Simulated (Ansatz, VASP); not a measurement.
# One calculation of Nb, two programs

The input INCAR:

```
PREC     = Accurate       # precision mode
ENCUT    = 500            # plane-wave cutoff, eV
EDIFF    = 1E-6           # SCF threshold, eV
ISMEAR   = 0              # smearing method
SIGMA    = 0.1            # smearing width, eV
LREAL    = False          # projectors in reciprocal space
LASPH    = True           # aspherical terms in the spheres
NELM     = 120            # most SCF steps
ALGO     = Normal         # electronic algorithm
ISIF     = 2              # what is computed and relaxed
LWAVE    = False          # write WAVECAR
LCHARG   = True           # write CHGCAR
GGA      = PS             # functional
LELF     = True           # ELF
LVHAR    = True         
NBANDS   = 12             # bands
GGA_COMPAT= False
```

KPOINTS

```
regular mesh
0
Gamma
  8 8 8
```

Contents of POSCAR:

```
Nb
1.0
    0.0000000000      2.1251030734      2.1251030734
    2.1251030734      0.0000000000      2.1251030734
    2.1251030734      2.1251030734      0.0000000000
Nb
1
Direct
    0.0000000000      0.0000000000      0.0000000000
```

Input for Ansatz:

```yaml
crystal:
  lattice:
    - [0.0, 2.1251030734, 2.1251030734]
    - [2.1251030734, 0.0, 2.1251030734]
    - [2.1251030734, 2.1251030734, 0.0]
  atoms:
    - { symbol: Nb, position: [0.0, 0.0, 0.0] }
basis:
  ecutwfc: 420
kpoints:
  mp_grid: { grid: [8, 8, 8] }
hamiltonian:
  xc: pbesol
scf:
  occupations: { method: gaussian, width: 0.1 }
  lower_state_search: "off"
output:
  forces: true
  stress: true
  eigenvalues: true
```

Alike in both runs: task single point; functional PBEsol; k mesh 8 × 8 × 8; occupations gaussian, width 0.1 eV; no spin polarisation.

|  | VASP | Ansatz |
| --- | --- | --- |
| version | VASP 6.6.1 | Ansatz 0.2.0 |
| potentials or method | VASP PAW PBE potentials, release 64 (Nb_sv), cutoff 500 eV | scalar-relativistic, plane waves, PAW |
| valence electrons in the cell | 13 | 13 |

```tsv
	VASP	Ansatz	Ansatz less VASP
gap on the k mesh at the Fermi level (eV)	none	none	-
pressure (GPa)	-9.7	-9.4	+0.29
```

VASP's potentials were made for PBE, not for PBEsol. A gap of «none» marks a metal or a gap that the smearing closes.
